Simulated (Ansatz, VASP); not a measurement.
Mg in VASP and in Ansatz

```
Mg
1.0
    -4.52131    4.52131    0.00000
     0.00000    4.52131   -4.52131
    -4.52131    0.00000   -4.52131
Mg
8
Direct
  0.00000 0.50000 0.50000
  0.00000 0.00000 0.50000
  0.00000 0.50000 0.00000
  0.00000 0.00000 0.00000
  0.50000 0.50000 0.50000
  0.50000 0.00000 0.50000
  0.50000 0.50000 0.00000
  0.50000 0.00000 0.00000
```

Alike in both runs: functional PBE; k mesh 8 × 8 × 8; occupations gaussian, width 0.1 eV; no spin polarisation.

Ansatz relaxed the structure, and its values are those at the end. VASP's run is a single point on that final structure, the one shown.

```csv
,VASP,Ansatz
version,VASP 6.6.1,Ansatz 0.2.0
potentials or method,"VASP PAW PBE potentials, release 64 (Mg), cutoff 520 eV","scalar-relativistic, plane waves, PAW"
valence electrons in the cell,16,80
```

Ansatz gave:

- gap on the k mesh at the Fermi level (eV): none
- pressure (GPa): 0.0

**Question.** Estimate VASP's values.

**Answer.** gap on the k mesh at the Fermi level (eV): none; pressure (GPa): -0.1.

A gap of «none» marks a metal or a gap that the smearing closes. The functional is the same, so the differences come from potentials, cutoffs and numerics. VASP's potentials hold 16 valence electrons a cell and Ansatz's 80, so a difference there can come from the potentials and not from the codes.
